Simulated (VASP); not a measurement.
Set up this calculation in VASP 6.6.1, as the native input.

- Task: relaxation of cell and atoms
- Functional: PBE
- Potentials or basis: VASP PAW PBE potentials, release 64 (Hf_pv)
- Cutoff: 600 eV
- k mesh: 14 × 14 × 13
- Occupations: fermi-dirac, width 0.1 eV
- Spin: no spin polarisation
- Target pressure: -1.7 GPa
- Dipole correction: no
- Further INCAR settings: ALGO = Normal; EDIFF = 1e-06; IBRION = 2; EDIFFG = -0.005; NSW = 32; ISIF = 3

The structure of Hf lies in POSCAR:

```
Hf
1.0
    3.0135888746      0.0000000000      0.0000000000
   -1.5067944373      2.6098445219      0.0000000000
    0.0000000000      0.0000000000      3.0263767659
Hf
1
Direct
    0.0000000000      0.0000000000      0.0000000000
```

This isn't the form of Hf at room conditions, which is hcp.

The input as run:

INCAR

```
SYSTEM = Hf
PREC = Accurate
ENCUT = 600
EDIFF = 1E-6
ISMEAR = -1
SIGMA = 0.1
LREAL = .FALSE.
LASPH = .TRUE.
NELM = 80
ALGO = Normal
ISIF = 3
LWAVE = .FALSE.
LCHARG = .FALSE.
GGA = PE
IBRION = 2
NSW = 32
EDIFFG = -0.005
PSTRESS = -17.0
```

KPOINTS

```
Automatic mesh
0
G
  14 14 13
  0 0 0
```

Potentials or basis: VASP PAW PBE potentials, release 64 (Hf_pv).

Launch:

```sh
$ cat potpaw_PBE.64/Hf_pv/POTCAR > POTCAR
$ mpirun -np 1 vasp_std > vasp.out
```

Results of the run:

| Quantity | Value |
| --- | --- |
| Relaxed volume | 23.70 Å³/atom |
| Relaxed cell | a = 3.009 Å, b = 3.009 Å, c = 3.022 Å, α = 90.00°, β = 90.00°, γ = 120.00° |
| Space group after relaxing (to 0.1 Å) | P6/mmm (No. 191) |
| Energy change on relaxing (the run minimises the enthalpy) | -1.2 meV/atom |
| Ionic steps | 8 |
| Pressure after relaxing | -1.7 GPa |
| Band gap on the k mesh | zero (bands 5 and 6 overlap by 0.60 eV) |

Caveat: the cell is relaxed towards a set pressure, so the run minimises the enthalpy, not the energy; spin-orbit coupling is left out, which moves the levels of the heavy elements.

It took 2.7 min on 1 thread of Intel Xeon 8259CL (shared host), peak memory 0.15 GiB.
